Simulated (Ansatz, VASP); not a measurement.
**One calculation of V, two programs**

INCAR

```
SYSTEM = V
PREC     = Accurate       ! precision mode
ENCUT    = 520            ! plane-wave cutoff, eV
EDIFF    = 1E-7           ! SCF threshold, eV
ISMEAR   = 0              ! smearing method
SIGMA    = 0.012          ! smearing width, eV
LREAL    = .False.        ! projectors in reciprocal space
LASPH    = .True.         ! aspherical terms in the spheres
NELM     = 150            ! most SCF steps
ALGO     = Normal         ! electronic algorithm
ISIF     = 2              ! what is computed and relaxed
LWAVE    = .False.        ! write WAVECAR
LCHARG   = .False.        ! write CHGCAR
ISPIN    = 2              ! spin polarisation
MAGMOM   = 2              ! initial moments
LORBIT   = 11             ! projections on sites
LMAXMIX  = 4              ! l up to which the mixer works
GGA      = PE             ! functional
NBANDS   = 16             ! bands
```

File KPOINTS:

```
regular mesh
0
Gamma
  12 12 12
  0 0 0
```

Contents of POSCAR:

```
V
1.0
   -1.5143500000      1.5143500000      1.5143500000
    1.5143500000     -1.5143500000      1.5143500000
    1.5143500000      1.5143500000     -1.5143500000
V
1
Direct
    0.0000000000      0.0000000000      0.0000000000
```

input.yaml

```yaml
crystal:
  lattice:
    - [-1.51435, 1.51435, 1.51435]
    - [1.51435, -1.51435, 1.51435]
    - [1.51435, 1.51435, -1.51435]
  atoms:
    - { symbol: V, position: [0.0, 0.0, 0.0], spin: 2.0 }
hamiltonian:
  xc: pbe
  pseudopotentials: { kind: paw }
magnetization:
  spin_polarized: true
kpoints:
  mp_grid: { grid: [12, 12, 12] }
scf:
  occupations: { method: gaussian, width: 0.012 }
output:
  forces: true
  stress: true
  eigenvalues: true
  write_density: true
  write_potential: true
  elf: true
  volumetric_format: npy
```

Alike in both runs: task single point; functional PBE; k mesh 12 × 12 × 12; occupations gaussian, width 0.012 eV; collinear spin.

```csv
,VASP,Ansatz
version,VASP 6.6.1,Ansatz 0.2.0
potentials or method,"VASP PAW PBE potentials, release 64 (V_sv)",Ansatz PAW
plane-wave cutoff (eV),520,420
valence electrons in the cell,13,13
```

```csv
,VASP,Ansatz,Ansatz less VASP
gap on the k mesh at the Fermi level (eV),none,none,-
pressure (GPa),-5.0,-5.2,-0.18
net moment per atom (μB),0.12,0.12,-0.003
size of the moment on the site where the two differ most (μB),0.11,0.10,-0.006
```

Site moments also hang on the region over which each program counts them. A gap of «none» marks a metal or a gap that the smearing closes.
